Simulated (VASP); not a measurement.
## Ti3Al: single point with PBEsol

The system is Ti3Al.

```
Ti Al
1.0
     0.00000    2.97769    2.97769
     2.97769    0.00000    2.97769
     2.97769    2.97769    0.00000
Ti Al
3 1
Cartesian
  4.4665 4.4665 4.4665
  1.4888 1.4888 1.4888
  0.0000 0.0000 0.0000
  2.9777 2.9777 2.9777
```

```
Program             : VASP 6.6.1
Task                : single point
Functional          : PBEsol
Potentials or basis : VASP PAW PBE potentials, release 64 (Ti_sv, Al)
Cutoff              : 520 eV
k mesh              : 12 × 12 × 12
Occupations         : gaussian, width 0.15 eV
Spin                : collinear spin, ferromagnetic start
Starting moments    : [0.7, 0.7, 0.7, 0.0] μB
Fixed moment        : 2.1 μB
```

The pressure is 36.5 GPa, the net moment is 2.10 μB per cell and the site moments are Ti +0.35, +0.91; Al +0.00 μB. The valence electrons inside the program's atomic spheres are Ti 10.59, 10.67; Al 0.96.

Wall time 7.8 min on 1 thread of Oxide Virtual Turin-like Processor (shared host), peak memory 0.28 GiB.

Caveat: the PAW data sets were made with another functional, which shifts forces and pressure a little; the total moment is fixed, so each spin has its own Fermi level.
